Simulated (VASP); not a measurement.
# PdPt2 (P4/mmm) in VASP: a series of runs, part 2 of 3

VASP 6.6.1. The steps go on from the part before.

### Step 3. Single point, PBE

This run uses another cell than the first one, of 22.39 Å³/atom, 1.196 times its volume.

INCAR

```
SYSTEM = PdPt2
  PREC = Accurate
  ENCUT = 520
  EDIFF = 1E-7
  ISMEAR = 0
  SIGMA = 0.1
  LREAL = .False.
  LASPH = .True.
  NELM = 60
  ALGO = Fast
  ISIF = 2
  LWAVE = .False.
  LCHARG = .True.
  GGA = PE
  LELF = .True.
  LVHAR = .True.
  NBANDS = 22
```

KPOINTS

```
regular mesh
0
Gamma
  4 4 6
  0 0 0
```

POSCAR

```
PdPt2
1.0
    5.1626374222      0.0000000000      0.0000000000
    0.0000000000      5.1626374222      0.0000000000
    0.0000000000      0.0000000000      2.5199161191
Pd Pt
1 2
Direct
    0.0000000000      0.0000000000      0.5000000000
    0.0000000000      0.5000000000      0.5000000000
    0.5000000000      0.0000000000      0.5000000000
```

Potentials or basis: VASP PAW PBE potentials, release 64 (Pd, Pt).

On the command line:

```
cat potpaw_PBE.64/Pd/POTCAR potpaw_PBE.64/Pt/POTCAR > POTCAR
mpirun -np 1 vasp_std > vasp.out
```

OUTCAR:

```text
SYSTEM = PdPt2
   PREC = Accurate
   ENCUT = 520
   EDIFF = 1E-7
   ISMEAR = 0
   LREAL = .False.
   LASPH = .True.
   NELM = 60
   ISIF = 2
   GGA = PE

 ion  position               nearest neighbor table
   1  0.000  0.000  0.500-   2 2.58   3 2.58   2 2.58   3 2.58
   2  0.000  0.500  0.500-   1 2.58   1 2.58
   3  0.500  0.000  0.500-   1 2.58   1 2.58

  LATTYP: Found a simple tetragonal cell.
 ALAT       =     5.1626374222
 C/A-ratio  =     0.4881063520

  Lattice vectors:

 A1 = (   5.1626374222,   0.0000000000,   0.0000000000)
 A2 = (   0.0000000000,   5.1626374222,   0.0000000000)
 A3 = (   0.0000000000,   0.0000000000,   2.5199161191)

Analysis of symmetry for initial positions (statically):
=====================================================================
 Subroutine PRICEL returns:
 Original cell was already a primitive cell.

 Routine SETGRP: Setting up the symmetry group for a
 simple tetragonal supercell.

 Subroutine GETGRP returns: Found 16 space group operations
 (whereof 16 operations were pure point group operations)
 out of a pool of 16 trial point group operations.

The static configuration has the point symmetry D_4h.

Analysis of symmetry for dynamics (positions and initial velocities):
=====================================================================
 Subroutine PRICEL returns:
 Original cell was already a primitive cell.

 Routine SETGRP: Setting up the symmetry group for a
 simple tetragonal supercell.

 Subroutine GETGRP returns: Found 16 space group operations
 (whereof 16 operations were pure point group operations)
 out of a pool of 16 trial point group operations.

The dynamic configuration has the point symmetry D_4h.

 Subroutine INISYM returns: Found 16 space group operations
 (whereof 16 operations are pure point group operations),
 and found     1 'primitive' translations

----------------------------------------------------------------------------------------

                                     Primitive cell

  volume of cell :      67.1629

  direct lattice vectors                    reciprocal lattice vectors
     5.162637422  0.000000000  0.000000000     0.193699444  0.000000000  0.000000000
     0.000000000  5.162637422  0.000000000     0.000000000  0.193699444  0.000000000
     0.000000000  0.000000000  2.519916119     0.000000000  0.000000000  0.396838606

  length of vectors
     5.162637422  5.162637422  2.519916119     0.193699444  0.193699444  0.396838606

  position of ions in fractional coordinates (direct lattice)
     0.000000000  0.000000000  0.500000000
     0.000000000  0.500000000  0.500000000
     0.500000000  0.000000000  0.500000000

  ion indices of the primitive-cell ions
   primitive index   ion index
                 1           1
                 2           2
                 3           3

----------------------------------------------------------------------------------------

 KPOINTS: regular mesh

Automatic generation of k-mesh.
 Grid dimensions read from file:
 generate k-points for:    4    4    6

 Generating k-lattice:

  Cartesian coordinates                     Fractional coordinates (reciprocal lattice)
     0.048424861  0.000000000  0.000000000     0.250000000  0.000000000  0.000000000
     0.000000000  0.048424861  0.000000000     0.000000000  0.250000000  0.000000000
     0.000000000  0.000000000  0.066139768     0.000000000  0.000000000  0.166666667

  Length of vectors
     0.048424861  0.048424861  0.066139768

  Shift w.r.t. Gamma in fractional coordinates (k-lattice)
     0.000000000  0.000000000  0.000000000

 Subroutine IBZKPT returns following result:
 ===========================================

 Found     24 irreducible k-points:

 Following reciprocal coordinates:
            Coordinates               Weight
  0.000000  0.000000  0.000000      1.000000
  0.250000  0.000000  0.000000      4.000000
  0.500000  0.000000  0.000000      2.000000
  0.250000  0.250000  0.000000      4.000000
  0.500000  0.250000  0.000000      4.000000
  0.500000  0.500000  0.000000      1.000000
[... 16 lines left out ...]
  0.500000  0.250000  0.500000      4.000000
  0.500000  0.500000  0.500000      1.000000
   k-points           NKPTS =     24   k-points in BZ     NKDIM =     24   number of bands    NBANDS=     22
   number of dos      NEDOS =    301   number of ions     NIONS =      3
   total plane-waves  NPLWV =  32000
   dimension x,y,z NGX =    40 NGY =   40 NGZ =   20
   dimension x,y,z NGXF=    80 NGYF=   80 NGZF=   40
   ions per type =               1   2
   NGX,Y,Z   is equivalent  to a cutoff of  12.88, 12.88, 13.19 a.u.
   NGXF,Y,Z  is equivalent  to a cutoff of  25.76, 25.76, 26.39 a.u.
 SYSTEM =  PdPt2
   PREC   = accura    normal or accurate (medium, high low for compatibility)
   ISTART =      0    job   : 0-new  1-cont  2-samecut
   ICHARG =      2    charge: 1-file 2-atom 10-const
   ISPIN  =      1    spin polarized calculation?
   LNONCOLLINEAR =      F non collinear calculations
   LSORBIT =      F    spin-orbit coupling
   LASPH  =      T    aspherical Exc in radial PAW
   ENCUT  =  520.0 eV  38.22 Ry    6.18 a.u.   9.60  9.60  4.69*2*pi/ulx,y,z
   NELM   =     60;   NELMIN=  2; NELMDL= -5     # of ELM steps
   EDIFF  = 0.1E-06   stopping-criterion for ELM
   LREAL  =      F    real-space projection
   EDIFFG = 0.1E-05   stopping-criterion for IOM
   NSW    =      0    number of steps for IOM
   IBRION =     -1    ionic relax: 0-MD 1-quasi-New 2-CG
   NFREE  =      0    steps in history (QN), initial steepest desc. (CG)
   ISIF   =      2    stress and relaxation
   ISYM   =      2    0-nonsym 1-usesym 2-fastsym
   POTIM  = 0.5000    time-step for ionic-motion
   TEBEG  =    0.0;   TEEND  =   0.0 temperature during run
   PSTRESS=    0.0 pullay stress
   NELECT =      30.0000    total number of electrons
   NUPDOWN=      -1.0000    fix difference up-down
   EMIN   =  10.00;   EMAX   =-10.00  energy-range for DOS
   EFERMI =   0.00;   METHOD = LEGACY
   ISMEAR =     0;   SIGMA  =   0.10  broadening in eV -4-tet -1-fermi 0-gaus
   EFERMI_NEDOS =   21; number of points for ismear=-14 and -15
   IALGO  =     68    algorithm
   IMIX   =      4    mixing-type and parameters
     AMIX     =   0.40;   BMIX     =  1.00
     AMIX_MAG =   1.60;   BMIX_MAG =  1.00
  volume/ion in A,a.u.               =      22.39       151.08
  Fermi-wavevector in a.u.,A,eV,Ry     =   1.251427  2.364854 21.307665  1.566069
  Thomas-Fermi vector in A             =   2.385375
   LORBIT       =      0    0 simple, 1 ext, 2 COOP (PROOUT), +10 PAW based schemes
   GGA     = PE    functional components
   LHFCALC =     F    Hartree Fock is set to
   AEXX    =    0.0000 exact exchange contribution
   IVDW    =     0    specifies the selected vdW correction
   LEPSILON=     F    determine dielectric tensor
   LRPA    =     F    only Hartree local field effects (RPA)
 non-spin polarized calculation
 RMM-DIIS sequential band-by-band and
 Gauss-broadening in eV      SIGMA  =   0.10
  energy-cutoff  :      520.00
  volume of cell :       67.16
 maximum number of plane-waves:      1834
 NGX is ok and might be reduce to    40
   NGX = 19   NGY = 19   NGZ =  9

 number of electron      29.9999996 magnetization

 Free energy of the ion-electron system (eV)
  ---------------------------------------------------
  ext. energy  EPLUGINS =         0.00000000
  ---------------------------------------------------
  free energy    TOTEN  =       -14.20849475 eV

  energy without entropy =      -14.19628268  energy(sigma->0) =      -14.20238871

 E-fermi :   4.9599     XC(G=0): -10.6334

 val. band max:        4.9502456311   @ k =   0.0000   0.0000   0.3333
 cond. band min:       5.0025611326   @ k =   0.5000   0.5000   0.5000
 fundamental gap:      0.0523155015
 Fermi energy:         4.9598828403

 k-point     1 :       0.0000    0.0000    0.0000
  band No.  band energies     occupation
      1      -1.8170      2.00000
      2      -0.7160      2.00000
      3      -0.2832      2.00000
      4      -0.0765      2.00000
      5       0.5851      2.00000
      6       0.6156      2.00000
[... 14 lines left out ...]
     21      11.8018      0.00000
     22      12.1347      0.00000
[... 552 lines left out ...]
  band No.  band energies     occupation
      1       0.5460      2.00000
      2       1.2455      2.00000
      3       1.2455      2.00000
      4       1.2537      2.00000
      5       1.4414      2.00000
      6       1.9190      2.00000
[... 14 lines left out ...]
     21      12.1228      0.00000
     22      12.1228      0.00000

------------------------ aborting loop because EDIFF is reached ----------------------------------------

  FORCE on cell =-STRESS in cart. coord.  units (eV):
  Direction    XX          YY          ZZ          XY          YZ          ZX
  --------------------------------------------------------------------------------------
  -------------------------------------------------------------------------------------
  Total       -0.1525073     -0.1525073     -0.1560559      0.0000000      0.0000000      0.0000000
  in kB       -3.6380781     -3.6380781     -3.7227294      0.0000000      0.0000000      0.0000000
  external PRESSURE =      -3.6662952 kB  Pullay stress =       0.0000000 kB

 VOLUME and BASIS-vectors are now :
 -----------------------------------------------------------------------------
  energy-cutoff  :      520.00
  volume of cell :       67.16
      direct lattice vectors                 reciprocal lattice vectors
     5.162637422  0.000000000  0.000000000     0.193699444  0.000000000  0.000000000
     0.000000000  5.162637422  0.000000000     0.000000000  0.193699444  0.000000000
     0.000000000  0.000000000  2.519916119     0.000000000  0.000000000  0.396838606

 POSITION                                       TOTAL-FORCE (eV/Angst)
 -----------------------------------------------------------------------------------
      0.00000      0.00000      1.25996         0.000000      0.000000      0.000000
      0.00000      2.58132      1.25996         0.000000      0.000000      0.000000
      2.58132      0.00000      1.25996         0.000000      0.000000      0.000000
 -----------------------------------------------------------------------------------
    total drift:                                0.000000     -0.000000     -0.000000

  FREE ENERGIE OF THE ION-ELECTRON SYSTEM (eV)
  ---------------------------------------------------
  free  energy   TOTEN  =       -14.2084947477 eV

  energy  without entropy=      -14.1962826816  energy(sigma->0) =      -14.20238871
```

stdout:

```text
POSCAR found type information on POSCAR PdPt
 POSCAR found :  2 types and       3 ions
 scaLAPACK will be used
 LDA part: xc-table for (Slater+PW92), standard interpolation
 POSCAR, INCAR and KPOINTS ok, starting setup
 FFT: planning ... GRIDC
 FFT: planning ... GRID_SOFT
 FFT: planning ... GRID
 WAVECAR not read
 entering main loop
```

It took 21 s on 1 thread of Intel Xeon Platinum 8488C (Sapphire Rapids), shared host; peak memory 0.19 GiB.

Results:

| Item | Value |
| --- | --- |
| Free energy | -14.2085 eV |
| Pressure | -0.4 GPa |
| Band gap on the k mesh | zero (band 15 reaches 6.89 eV, above the bottom of band 16 at 4.52 eV) |

Caveat: the k points lie up to 0.42 Å⁻¹ apart; spin-orbit coupling is left out, which moves the levels of the heavy elements.

### Step 4. Relaxation of cell and atoms, PBE

INCAR

```
SYSTEM = PdPt2
PREC = Accurate
ENCUT = 600
EDIFF = 1E-7
ISMEAR = 0
SIGMA = 0.1
LREAL = .False.
LASPH = .True.
NELM = 80
ALGO = Normal
ISIF = 3
LWAVE = .False.
LCHARG = .False.
GGA = PE
IBRION = 2
NSW = 90
EDIFFG = -0.04
```

KPOINTS

```
Automatic mesh
0
Gamma
  4 4 6
  0 0 0
```

POSCAR

```
PdPt2
1.0
    4.0101936200      0.0000000000      0.0000000000
    0.0000000000      4.0101936200      0.0000000000
    0.0000000000      0.0000000000      3.4928008600
Pd Pt
1 2
Direct
    0.0000000000      0.0000000000      0.5000000000
    0.0000000000      0.5000000000      0.5000000000
    0.5000000000      0.0000000000      0.5000000000
```

On the command line:

```
cat potpaw_PBE.64/Pd/POTCAR potpaw_PBE.64/Pt/POTCAR > POTCAR
mpirun -np 1 vasp_std > vasp.out
```

Run time: 5 min. Hardware: 1 thread of Intel Xeon Platinum 8488C (Sapphire Rapids), shared host; peak memory 0.2 GiB.

It converged, with:

```yaml
Free_energy: -14.1943 eV
Relaxed_volume: 22.26 Å³/atom
Relaxed_cell: a = 5.150 Å, b = 5.150 Å, c = 2.518 Å, α = 90.00°, β = 90.00°, γ = 90.00°
Space_group_after_relaxing_to_0.05_Å: P4/mmm (No. 123)
Energy_gained_by_relaxing: 3904.9 meV/atom
Ionic_steps: 19
Pressure_after_relaxing: 0.1 GPa
Band_gap_on_the_k_mesh: zero (band 15 reaches 6.97 eV, above the bottom of band 16 at 4.60 eV)
```

Stress tensor (GPa, compression positive):
```
0.07 0.00 0.00
0.00 0.07 0.00
0.00 0.00 0.19
```

The path:
```csv
step,energy change (eV),largest force (eV/Å),pressure (GPa),volume (Å³)
1,0.0000,0.0000,111.05,56.17
2,0.1829,0.0000,-19.05,209.96
3,-7.8272,0.0000,-12.58,110.25
4,-8.4130,0.0000,-12.31,102.51
5,-9.0867,0.0000,4.13,77.64
6,-9.2323,0.0000,-7.70,88.25
7,-9.3024,0.0000,-5.08,84.81
8,-9.3060,0.0000,-4.16,83.83
9,-10.0374,0.0000,-5.16,77.04
10,-11.5420,0.0000,3.77,64.10
11,-10.9713,0.0000,26.22,58.27
12,-11.5692,0.0000,5.64,63.29
13,-11.5757,0.0000,7.59,62.56
14,-11.3370,0.0000,9.67,65.00
15,-11.6451,0.0000,6.95,63.39
16,-11.6785,0.0000,-4.00,69.22
17,-11.7136,0.0000,0.06,66.66
18,-11.7136,0.0000,0.18,66.59
19,-11.7148,0.0000,0.11,66.78
```

Final structure:
```xyz
3
Lattice="5.1498 0.0000 0.0000 0.0000 5.1498 0.0000 0.0000 0.0000 2.5180" Properties=species:S:1:pos:R:3 pbc="T T T"
Pd    5.1498    0.0000    1.2590
Pt    0.0000    2.5749    1.2590
Pt    2.5749    5.1498    1.2590
```

Levels at points of the mesh, in eV from the Fermi level:
```tsv
k point	band 13	band 14	band 15	band 16	band 17	band 18
(0.00, 0.00, 0.00)	0.28	0.28	0.58	0.58	1.06	1.06
(0.50, 0.00, 0.00)	-0.53	-0.11	0.26	0.28	0.58	2.89
(0.50, 0.50, 0.00)	-0.59	-0.59	-0.19	-0.02	0.19	0.34
(0.00, 0.00, 0.50)	0.11	1.10	1.81	2.18	5.69	6.02
(0.50, 0.00, 0.50)	-0.45	-0.14	1.94	2.80	4.77	6.12
(0.50, 0.50, 0.50)	-1.28	0.04	0.04	4.92	4.92	6.20
```

Caveat: the k points lie up to 0.42 Å⁻¹ apart in the final cell; the volume moved by over 15 % at a fixed basis, so the end points are rough; spin-orbit coupling is left out, which moves the levels of the heavy elements.

(Part 2 of 3 ends here.)
